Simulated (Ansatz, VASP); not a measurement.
Cs3H in VASP and in Ansatz

```xyz
4
Lattice="-4.3620 4.3620 4.3879 4.3620 -4.3620 4.3879 4.3620 4.3620 -4.3879" Properties=species:S:1:pos:R:3 pbc="T T T"
Cs    0.0000    4.3620    0.0000
Cs    4.3620    0.0000    0.0000
Cs    0.0000    0.0000    0.0000
H     0.0000    0.0000    4.3879
```

Alike in both runs: functional PBE; k mesh 8 × 8 × 8; occupations gaussian, width 0.1 eV; no spin polarisation.

Ansatz relaxed the structure, and its values are those at the end. VASP's run is a single point on that final structure, the one shown.

|  | VASP | Ansatz |
| --- | --- | --- |
| version | VASP 6.6.1 | Ansatz 0.2.0 |
| potentials or method | VASP PAW PBE potentials, release 64 (Cs_sv, H), cutoff 500 eV | scalar-relativistic, plane waves, PAW |
| valence electrons in the cell | 28 | 28 |

```tsv
	VASP	Ansatz	Ansatz less VASP
gap on the k mesh at the Fermi level (eV)	none	none	-
pressure (GPa)	0.0	0.0	+0.01
```

A gap of «none» marks a metal or a gap that the smearing closes.

Spin-orbit coupling is off throughout.
